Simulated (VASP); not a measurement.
HfO2, 3 atoms in the cell. The structure is cubic, space group Fm-3m (No. 225). The conventional cell has a = 5.115 Å, b = 5.115 Å, c = 5.115 Å, α = 90.00°, β = 90.00°, γ = 90.00°. Within 2.9 Å of Hf (site symmetry m-3m) lie 8 O at 2.21 Å. Within 2.9 Å of O (site symmetry -43m) lie 4 Hf at 2.21 Å and 6 O at 2.56 Å. 

```yaml
Program: VASP 6.6.1
Task: single point
Functional: PBE
Potentials_or_basis: VASP PAW PBE potentials, release 64 (Hf_pv, O)
Cutoff: 520 eV
k_mesh: 4 × 4 × 4
Occupations: fermi-dirac, width 0.04 eV
Spin: no spin polarisation
Dipole_correction: no
Further_INCAR_settings: ALGO = Normal; EDIFF = 1e-06; NBANDS = 18
```

Potentials or basis: VASP PAW PBE potentials, release 64 (Hf_pv, O).

The run is started by

```sh
$ cat potpaw_PBE.64/Hf_pv/POTCAR potpaw_PBE.64/O/POTCAR > POTCAR
$ mpirun -np 1 vasp_std > vasp.out
```

Hardware: 1 thread of Intel Xeon 8259CL, on a shared host.

Problem. How long does it take, and how much memory?

Solution. It took 12 s on 1 thread of Intel Xeon 8259CL, with other jobs on the host, peak memory 0.16 GiB. Counts: scf iterations 13, k points 8.
